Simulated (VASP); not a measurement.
Input of a VASP 6.6.1 run:

Contents of POSCAR:

```
Hf2Pd2Se2Br2O3
1.0
    5.6877755243     -0.0110477297     -0.0104022567
   -0.5370924816      5.8151112638      0.0239092097
   -1.4717219667     -0.9290539404      6.5750278686
Hf Pd Se Br O
2 2 2 2 3
Direct
    0.7444911201      0.3935078068      0.3481500062
    0.2896575179      0.4542595678      0.5951012460
    0.9118021626      0.1384632824      0.8535919321
    0.2508412722      0.9017901304      0.3582478671
    0.6339622457      0.4054755699      0.9372499750
    0.6266750574      0.7801540423      0.5245055155
    0.8494837418      0.9893719329      0.1541724059
    0.2260539048      0.8222945755      0.8632860997
    0.9609844542      0.2906011952      0.5916567709
    0.4304614827      0.2428839019      0.4088296169
    0.0755970407      0.5811979951      0.3652285648
```

Contents of INCAR.step1:

```
PREC = Accurate ; ENCUT = 520
ISMEAR = -1 ; SIGMA = 0.05
LREAL = F ; LASPH = T
NELM = 100 ; NBANDS = 53
GGA = PE ; ALGO = Normal
EDIFF = 1E-4 ; LWAVE = T
LCHARG = F
```

INCAR.step2

```
PREC = Accurate ; ENCUT = 520
EDIFF = 1E-7 ; ISMEAR = -1
SIGMA = 0.05 ; LREAL = F
LASPH = T ; NELM = 100
ALGO = Normal ; ISIF = 2
LWAVE = F ; LCHARG = F
METAGGA = R2SCAN ; LMIXTAU = T
IVDW = 13 ; VDW_S6 = 1.0
VDW_S8 = 0.6018749 ; VDW_A1 = 0.51559235
VDW_A2 = 5.77342911 ; NBANDS = 53
ISTART = 1
```

The input KPOINTS:

```
Automatic mesh
0
Gamma
  4 4 3
```

Potentials or basis: VASP PAW PBE potentials, release 64 (Hf_pv, Pd, Se, Br, O).

Launch:

```bash
$ cat potpaw_PBE.64/Hf_pv/POTCAR potpaw_PBE.64/Pd/POTCAR potpaw_PBE.64/Se/POTCAR potpaw_PBE.64/Br/POTCAR potpaw_PBE.64/O/POTCAR > POTCAR
$ cp INCAR.step1 INCAR
$ mpirun -np 1 vasp_std > vasp.out
$ cp INCAR.step2 INCAR
$ mpirun -np 1 vasp_std > vasp.out
```

Question: Predict the largest force.

Answer: 0.197 eV/Å.

Question: Estimate the band gap on the k mesh.

Answer: 0.45 eV (least direct gap 0.58 eV).

Question: What does it give for the dispersion energy per atom?

Answer: -0.097 eV.

Question: Predict the pressure.

Answer: -0.7 GPa.

Stress tensor (GPa, compression positive):
```
-0.89 -0.12 -0.02
-0.12 -0.56  0.01
-0.02  0.01 -0.62
```

Caveat: semilocal functionals underestimate gaps, and a narrow one can read as zero; the PAW data sets were made with another functional, which shifts forces and pressure a little; spin-orbit coupling is left out, which moves the levels of the heavy elements. A k mesh can miss the band edges.
